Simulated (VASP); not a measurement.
Here is a VASP 6.6.1 calculation.

Contents of INCAR:

```
ALGO = Normal
EDIFF = 1E-7
ENCUT = 520
GGA = PE
ISIF = 2
ISMEAR = 0
LASPH = True
LCHARG = False
LREAL = False
LWAVE = False
NBANDS = 12
NELM = 80
PREC = Accurate
SIGMA = 0.1
```

The input KPOINTS:

```
k-points
0
Gamma
  18 18 18
```

POSCAR

```
Au
1.0
    0.0000000000      2.0147142314      2.0147142314
    2.0147142314      0.0000000000      2.0147142314
    2.0147142314      2.0147142314      0.0000000000
Au
1
Direct
    0.0000000000      0.0000000000      0.0000000000
```

Potentials or basis: VASP PAW PBE potentials, release 64 (Au).

The run is started by

```bash
$ cat potpaw_PBE.64/Au/POTCAR > POTCAR
$ mpirun -np 1 vasp_std > vasp.out
```

Q: Estimate the pressure.

A: 17.1 GPa.
